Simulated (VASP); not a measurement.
Set up this calculation in VASP 6.6.1, as the native input.

* Task: single point
* Functional: PBEsol
* Potentials or basis: VASP PAW PBE potentials, release 64 (Mg, B)
* Cutoff: 520 eV
* k mesh: 10 × 10 × 8
* Occupations: fermi-dirac, width 0.05 eV
* Spin: no spin polarisation
* Dipole correction: no
* Further INCAR settings: ALGO = Normal; EDIFF = 1e-06; NBANDS = 11

The structure of MgB2 lies in POSCAR:

```
MgB2
1.0
    2.9480310656      0.0000000000      0.0000000000
   -1.4740155328      2.5530697939      0.0000000000
    0.0000000000      0.0000000000      3.2342730107
Mg B
1 2
Direct
    0.0000000000      0.0000000000      0.0000000000
    0.6666666667      0.3333333333      0.5000000000
    0.3333333333      0.6666666667      0.5000000000
```

These files were run (other wordings do the same):

INCAR

```
ALGO = Normal ; EDIFF = 1E-6
ENCUT = 520 ; GGA = PS
ISIF = 2 ; ISMEAR = -1
LASPH = True ; LCHARG = False
LREAL = False ; LWAVE = False
NBANDS = 11 ; NELM = 80
PREC = Accurate ; SIGMA = 0.05
```

KPOINTS

```
k-points
0
Gamma
  10 10 8
```

Potentials or basis: VASP PAW PBE potentials, release 64 (Mg, B).

Run with:

```console
$ cat potpaw_PBE.64/Mg/POTCAR potpaw_PBE.64/B/POTCAR > POTCAR
$ mpirun -np 1 vasp_std > vasp.out
```

Results of the run:

```json
{
 "Pressure": "30.3 GPa",
 "Band gap on the k mesh": "zero (bands 4 and 5 overlap by 3.17 eV)"
}
```

Caveat: the cell stands under pressure; the PAW data sets were made with another functional, which shifts forces and pressure a little.

It took 5.9 s on 1 thread of Intel(R) Xeon(R) 6975P-C (Granite Rapids), with other jobs on the host, peak memory 0.14 GiB.
